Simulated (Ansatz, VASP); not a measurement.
TePb4Se3 in VASP and in Ansatz

```
CELL_PARAMETERS angstrom
-3.16071 3.16071 6.30372
3.16071 -3.16071 6.30372
3.16071 3.16071 -6.30372
ATOMIC_POSITIONS crystal
Te 0.50000 0.50000 0.00000
Pb 0.00000 0.50000 0.50000
Pb 0.75836 0.75836 0.00000
Pb 0.50000 0.00000 0.50000
Pb 0.24164 0.24164 0.00000
Se 0.75000 0.25000 0.50000
Se 0.25000 0.75000 0.50000
Se 0.00000 0.00000 0.00000
```

Alike in both runs: functional PBE; k mesh 8 × 8 × 8; occupations gaussian, width 0.01 eV; no spin polarisation.

Ansatz relaxed the structure, and its values are those at the end. VASP's run is a single point on that final structure, the one shown.

|  | VASP | Ansatz |
| --- | --- | --- |
| version | VASP 6.6.1 | Ansatz 0.2.0 |
| potentials or method | VASP PAW PBE potentials, release 64 (Te, Pb_d, Se), cutoff 520 eV | scalar-relativistic, plane waves, PAW |
| valence electrons in the cell | 80 | 120 |

Ansatz gave:

```
gap on the k mesh at the Fermi level (eV) : 0.28
least direct gap on the mesh (eV)         : 0.28
pressure (GPa)                            : 0.0
```

Problem. Which values does VASP return?

Solution. gap on the k mesh at the Fermi level (eV): 0.29; least direct gap on the mesh (eV): 0.29; pressure (GPa): 0.0.

VASP's potentials hold 80 valence electrons a cell and Ansatz's 120, so a difference there can come from the potentials and not from the codes.

Spin-orbit coupling is off throughout.
